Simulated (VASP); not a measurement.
# PbS in VASP: notebook

Runs on PbS. Level: PBEsol. Tasks: single point.

Everything below comes from runs of VASP 6.6.1. Logs are shortened: lines on timing, memory, paths and dates and some standing lists are left out, and cuts for length are marked.

## Step 1: The cell of the first run

The cell holds a slab with vacuum, 4 atoms: a = 4.130 Å, b = 4.130 Å, c = 11.526 Å, α = 93.83°, β = 93.83°, γ = 89.21°.

## Step 2: Single point, PBEsol (zz strain of -2 %)

Contents of INCAR:

```
PREC = Accurate
ENCUT = 520
EDIFF = 1E-6
ISMEAR = -1
SIGMA = 0.01
LREAL = False
LASPH = True
NELM = 60
ALGO = Normal
ISIF = 2
LWAVE = False
LCHARG = True
GGA = PS
LELF = True
LVHAR = True
NBANDS = 28
```

Contents of KPOINTS:

```
Automatic mesh
0
Gamma
  7 7 3
```

Contents of POSCAR:

```
PbS
1.0
    2.9405000000     -2.9000000000      0.0000000000
    2.9405000000      2.9000000000      0.0000000000
   -1.0800500000      0.0000000000     11.4751042000
Pb S
2 2
Direct
    0.7756000000      0.7756000000      0.6363800000
    0.2244000000      0.2244000000      0.3636200000
    0.2684000000      0.2684000000      0.5986000000
    0.7316000000      0.7316000000      0.4014000000
```

Potentials or basis: VASP PAW PBE potentials, release 64 (Pb_d, S).

Run with:

```
> cat potpaw_PBE.64/Pb_d/POTCAR potpaw_PBE.64/S/POTCAR > POTCAR
> mpirun -np 1 vasp_std > vasp.out
```

OUTCAR:

```text
PREC = Accurate
   ENCUT = 520
   EDIFF = 1E-6
   ISMEAR = -1
   LREAL = False
   LASPH = True
   NELM = 60
   ISIF = 2
   GGA = PS

 ion  position               nearest neighbor table
   1  0.776  0.776  0.636-   4 2.70   3 2.93   3 2.93   3 2.97   3 2.97
   2  0.224  0.224  0.364-   3 2.70   4 2.93   4 2.93   4 2.97   4 2.97
   3  0.268  0.268  0.599-   2 2.70   1 2.93   1 2.93   1 2.97   1 2.97
   4  0.732  0.732  0.401-   1 2.70   2 2.93   2 2.93   2 2.97   2 2.97

  LATTYP: Found a base centered monoclinic cell.
 ALAT       =     5.8810000000
 B/A-ratio  =     0.9862268322
 C/A-ratio  =     1.9598401465
 COS(beta)  =    -0.0937069995

  Lattice vectors:

 A1 = (   2.9405000000,  -2.9000000000,   0.0000000000)
 A2 = (   2.9405000000,   2.9000000000,   0.0000000000)
 A3 = (  -1.0800500000,   0.0000000000,  11.4751042000)

Analysis of symmetry for initial positions (statically):
=====================================================================
 Subroutine PRICEL returns:
 Original cell was already a primitive cell.

 Routine SETGRP: Setting up the symmetry group for a
 base centered monoclinic supercell.

 Subroutine GETGRP returns: Found  4 space group operations
 (whereof  4 operations were pure point group operations)
 out of a pool of  4 trial point group operations.

The static configuration has the point symmetry C_2h.

Analysis of symmetry for dynamics (positions and initial velocities):
=====================================================================
 Subroutine PRICEL returns:
 Original cell was already a primitive cell.

 Routine SETGRP: Setting up the symmetry group for a
 base centered monoclinic supercell.

 Subroutine GETGRP returns: Found  4 space group operations
 (whereof  4 operations were pure point group operations)
 out of a pool of  4 trial point group operations.

The dynamic configuration has the point symmetry C_2h.

 Subroutine INISYM returns: Found  4 space group operations
 (whereof  4 operations are pure point group operations),
 and found     1 'primitive' translations

----------------------------------------------------------------------------------------

                                     Primitive cell

  volume of cell :     195.7068

  direct lattice vectors                    reciprocal lattice vectors
     2.940500000 -2.900000000  0.000000000     0.170039109 -0.172413793  0.016004276
     2.940500000  2.900000000  0.000000000     0.170039109  0.172413793  0.016004276
    -1.080050000  0.000000000 11.475104200     0.000000000  0.000000000  0.087145178

  length of vectors
     4.129956447  4.129956447 11.525819902     0.242684881  0.242684881  0.087145178

  position of ions in fractional coordinates (direct lattice)
     0.775600000  0.775600000  0.636380000
     0.224400000  0.224400000  0.363620000
     0.268400000  0.268400000  0.598600000
     0.731600000  0.731600000  0.401400000

  ion indices of the primitive-cell ions
   primitive index   ion index
                 1           1
                 2           2
                 3           3
                 4           4

----------------------------------------------------------------------------------------

 KPOINTS: Automatic mesh

Automatic generation of k-mesh.
 Grid dimensions read from file:
 generate k-points for:    7    7    3

 Generating k-lattice:

  Cartesian coordinates                     Fractional coordinates (reciprocal lattice)
     0.024291301 -0.024630542  0.002286325     0.142857143  0.000000000 -0.000000000
     0.024291301  0.024630542  0.002286325     0.000000000  0.142857143 -0.000000000
     0.000000000  0.000000000  0.029048393     0.000000000  0.000000000  0.333333333

  Length of vectors
     0.034669269  0.034669269  0.029048393

  Shift w.r.t. Gamma in fractional coordinates (k-lattice)
     0.000000000  0.000000000  0.000000000

 Subroutine IBZKPT returns following result:
 ===========================================

 Found     44 irreducible k-points:

 Following reciprocal coordinates:
            Coordinates               Weight
  0.000000  0.000000  0.000000      1.000000
  0.142857  0.000000  0.000000      4.000000
  0.285714  0.000000 -0.000000      4.000000
  0.428571  0.000000  0.000000      4.000000
  0.142857  0.142857  0.000000      2.000000
  0.285714  0.142857  0.000000      4.000000
[... 16 lines left out ...]
 -0.142857 -0.000000  0.333333      4.000000
  0.142857  0.142857  0.333333      2.000000
 [... further k-points ...]
   k-points           NKPTS =     44   k-points in BZ     NKDIM =     44   number of bands    NBANDS=     28
   number of dos      NEDOS =    301   number of ions     NIONS =      4
   total plane-waves  NPLWV =  92160
   dimension x,y,z NGX =    32 NGY =   32 NGZ =   90
   dimension x,y,z NGXF=    64 NGYF=   64 NGZF=  180
   ions per type =               2   2
   NGX,Y,Z   is equivalent  to a cutoff of  12.88, 12.88, 12.98 a.u.
   NGXF,Y,Z  is equivalent  to a cutoff of  25.76, 25.76, 25.96 a.u.
 SYSTEM =  unknown system
   PREC   = accura    normal or accurate (medium, high low for compatibility)
   ISTART =      0    job   : 0-new  1-cont  2-samecut
   ICHARG =      2    charge: 1-file 2-atom 10-const
   ISPIN  =      1    spin polarized calculation?
   LNONCOLLINEAR =      F non collinear calculations
   LSORBIT =      F    spin-orbit coupling
   LASPH  =      T    aspherical Exc in radial PAW
   ENCUT  =  520.0 eV  38.22 Ry    6.18 a.u.   7.68  7.68 21.43*2*pi/ulx,y,z
   NELM   =     60;   NELMIN=  2; NELMDL= -5     # of ELM steps
   EDIFF  = 0.1E-05   stopping-criterion for ELM
   LREAL  =      F    real-space projection
   EDIFFG = 0.1E-04   stopping-criterion for IOM
   NSW    =      0    number of steps for IOM
   IBRION =     -1    ionic relax: 0-MD 1-quasi-New 2-CG
   NFREE  =      0    steps in history (QN), initial steepest desc. (CG)
   ISIF   =      2    stress and relaxation
   ISYM   =      2    0-nonsym 1-usesym 2-fastsym
   POTIM  = 0.5000    time-step for ionic-motion
   TEBEG  =    0.0;   TEEND  =   0.0 temperature during run
   PSTRESS=    0.0 pullay stress
   NELECT =      40.0000    total number of electrons
   NUPDOWN=      -1.0000    fix difference up-down
   EMIN   =  10.00;   EMAX   =-10.00  energy-range for DOS
   EFERMI =   0.00;   METHOD = LEGACY
   ISMEAR =    -1;   SIGMA  =   0.01  broadening in eV -4-tet -1-fermi 0-gaus
   EFERMI_NEDOS =   21; number of points for ismear=-14 and -15
   IALGO  =     38    algorithm
   IMIX   =      4    mixing-type and parameters
     AMIX     =   0.40;   BMIX     =  1.00
     AMIX_MAG =   1.60;   BMIX_MAG =  1.00
  volume/ion in A,a.u.               =      48.93       330.17
  Fermi-wavevector in a.u.,A,eV,Ry     =   0.964331  1.822322 12.652530  0.929935
  Thomas-Fermi vector in A             =   2.093953
   LORBIT       =      0    0 simple, 1 ext, 2 COOP (PROOUT), +10 PAW based schemes
   GGA     = PS    functional components
   LHFCALC =     F    Hartree Fock is set to
   AEXX    =    0.0000 exact exchange contribution
   IVDW    =     0    specifies the selected vdW correction
   LEPSILON=     F    determine dielectric tensor
   LRPA    =     F    only Hartree local field effects (RPA)
 non-spin polarized calculation
  energy-cutoff  :      520.00
  volume of cell :      195.71
 maximum number of plane-waves:      5300
   NGX = 15   NGY = 15   NGZ = 43

 number of electron      39.9999998 magnetization

 Free energy of the ion-electron system (eV)
  ---------------------------------------------------
  ext. energy  EPLUGINS =         0.00000000
  ---------------------------------------------------
  free energy    TOTEN  =       -18.46051368 eV

  energy without entropy =      -18.46051368  energy(sigma->0) =      -18.46051368

 E-fermi :   0.9730     XC(G=0):  -6.0347

 val. band max:        0.6987272648   @ k =   0.0000   0.0000   0.0000
 cond. band min:       2.0713824057   @ k =   0.0000   0.0000   0.3333
 fundamental gap:      1.3726551409
 Fermi energy:         0.9730071994

 k-point     1 :       0.0000    0.0000    0.0000
  band No.  band energies     occupation
      1     -15.5668      2.00000
      2     -15.4714      2.00000
      3     -15.4640      2.00000
      4     -15.4608      2.00000
      5     -15.4237      2.00000
      6     -15.4204      2.00000
[... 20 lines left out ...]
     27       7.0350      0.00000
     28       7.3032      0.00000

 k-point     2 :       0.1429    0.0000    0.0000
  band No.  band energies     occupation
      1     -15.5557      2.00000
      2     -15.4645      2.00000
      3     -15.4634      2.00000
      4     -15.4514      2.00000
      5     -15.4266      2.00000
      6     -15.4263      2.00000
[... 20 lines left out ...]
     27       6.5595      0.00000
     28       6.8597      0.00000

 k-point     3 :       0.2857    0.0000   -0.0000
  band No.  band energies     occupation
      1     -15.5303      2.00000
      2     -15.4700      2.00000
      3     -15.4465      2.00000
      4     -15.4399      2.00000
      5     -15.4382      2.00000
      6     -15.4328      2.00000
[... 20 lines left out ...]
     27       6.2627      0.00000
     28       7.4027      0.00000

 k-point     4 :       0.4286    0.0000    0.0000
  band No.  band energies     occupation
      1     -15.5041      2.00000
      2     -15.4834      2.00000
      3     -15.4501      2.00000
      4     -15.4495      2.00000
      5     -15.4374      2.00000
      6     -15.4318      2.00000
[... 578 lines left out ...]
     27       6.1104      0.00000
     28       7.2410      0.00000

 k-point    23 :      -0.1429   -0.0000    0.3333
  band No.  band energies     occupation
      1     -15.5557      2.00000
      2     -15.4645      2.00000
      3     -15.4634      2.00000
      4     -15.4514      2.00000
      5     -15.4266      2.00000
      6     -15.4263      2.00000
[... 20 lines left out ...]
     27       6.5607      0.00000
     28       6.9251      0.00000

 k-point    24 :       0.1429    0.1429    0.3333
  band No.  band energies     occupation
      1     -15.5481      2.00000
      2     -15.4627      2.00000
      3     -15.4556      2.00000
      4     -15.4460      2.00000
      5     -15.4339      2.00000
      6     -15.4302      2.00000
[... 20 lines left out ...]
     27       5.8464      0.00000
     28       7.3402      0.00000

 [... further k-points ...]

------------------------ aborting loop because EDIFF is reached ----------------------------------------

  FORCE on cell =-STRESS in cart. coord.  units (eV):
  Direction    XX          YY          ZZ          XY          YZ          ZX
  --------------------------------------------------------------------------------------
  -------------------------------------------------------------------------------------
  Total       -0.9661846      0.1157165     -1.5201912      0.0000000      0.0000000     -0.0117657
  in kB       -7.9097883      0.9473271    -12.4452316      0.0000000      0.0000000     -0.0963210
  external PRESSURE =      -6.4692309 kB  Pullay stress =       0.0000000 kB

 VOLUME and BASIS-vectors are now :
 -----------------------------------------------------------------------------
  energy-cutoff  :      520.00
  volume of cell :      195.71
      direct lattice vectors                 reciprocal lattice vectors
     2.940500000 -2.900000000  0.000000000     0.170039109 -0.172413793  0.016004276
     2.940500000  2.900000000  0.000000000     0.170039109  0.172413793  0.016004276
    -1.080050000  0.000000000 11.475104200     0.000000000  0.000000000  0.087145178

 POSITION                                       TOTAL-FORCE (eV/Angst)
 -----------------------------------------------------------------------------------
      3.87398      0.00000      7.30253        -0.001467      0.000000     -0.450387
      0.92697      0.00000      4.17258         0.001467      0.000000      0.450387
      0.93194      0.00000      6.86900        -0.003788      0.000000     -0.027542
      3.86901      0.00000      4.60611         0.003788      0.000000      0.027542
 -----------------------------------------------------------------------------------
    total drift:                                0.000000      0.000000     -0.000000

  FREE ENERGIE OF THE ION-ELECTRON SYSTEM (eV)
  ---------------------------------------------------
  free  energy   TOTEN  =       -18.4605136826 eV

  energy  without entropy=      -18.4605136826  energy(sigma->0) =      -18.46051368
```

Wall time 4.1 min (1 thread of AMD EPYC 7R13 (Zen 3), shared host); peak memory 0.38 GiB.

Results:

```yaml
Free_energy: -18.4605 eV
Largest_force: 0.450 eV/Å
Band_gap_on_the_k_mesh: 1.37 eV
```

Forces in eV/Å, atoms in the order of the input:
```
Pb  -0.001  0.000 -0.450
Pb   0.001  0.000  0.450
S   -0.004  0.000 -0.028
S    0.004  0.000  0.028
```

Caveat: the cell differs from its parent crystal (zz strain of -2 %); there is no dipole correction, which matters where the two faces differ; the PAW data sets were made with another functional, which shifts forces and pressure a little; spin-orbit coupling is left out, which moves the levels of the heavy elements.

## Step 3: Single point, PBEsol (zz strain of +1 %)

Contents of INCAR:

```
SYSTEM = PbS
  PREC = Accurate
  ENCUT = 520
  EDIFF = 1E-6
  ISMEAR = -1
  SIGMA = 0.01
  LREAL = .FALSE.
  LASPH = .TRUE.
  NELM = 80
  ALGO = Normal
  ISIF = 2
  LWAVE = .FALSE.
  LCHARG = .TRUE.
  GGA = PS
  LELF = .TRUE.
  LVHAR = .TRUE.
  NBANDS = 28
```

Contents of KPOINTS:

```
Automatic mesh
0
G
  7 7 3
  0 0 0
```

POSCAR, as its differences from that of step 2:

```diff
@@ -4,3 +4,3 @@
     2.9405000000      2.9000000000      0.0000000000
-   -1.0800500000      0.0000000000     11.4751042000
+   -1.0800500000      0.0000000000     11.8263829000
 Pb S
```

Potentials or basis: VASP PAW PBE potentials, release 64 (Pb_d, S).

Run with:

```
> cat potpaw_PBE.64/Pb_d/POTCAR potpaw_PBE.64/S/POTCAR > POTCAR
> mpirun -np 1 vasp_std > vasp.out
```

Run time: 5.2 min. Hardware: 1 thread of AMD EPYC 7R13 (Zen 3), shared host; peak memory 0.38 GiB.

It converged, with:

```
Free energy            : -18.3906 eV
Largest force          : 0.766 eV/Å
Band gap on the k mesh : 1.23 eV
```

Forces in eV/Å, atoms in the order of the input:
```
Pb  -0.001  0.000 -0.766
Pb   0.001  0.000  0.766
S   -0.004  0.000 -0.257
S    0.004  0.000  0.257
```

Levels at points of the mesh, in eV from the valence-band top:
```
           k point  band 16  band 17  band 18  band 19  band 20  band 21  band 22  band 23  band 24  band 25
(0.00, 0.00, 0.00)    -2.55    -2.41    -1.46    -1.34     0.00     1.32     3.09     4.88     5.16     5.34
```

Caveat: the cell differs from its parent crystal (zz strain of +1 %); there is no dipole correction, which matters where the two faces differ; the PAW data sets were made with another functional, which shifts forces and pressure a little; spin-orbit coupling is left out, which moves the levels of the heavy elements.

(Part 1 of 2 ends here.)
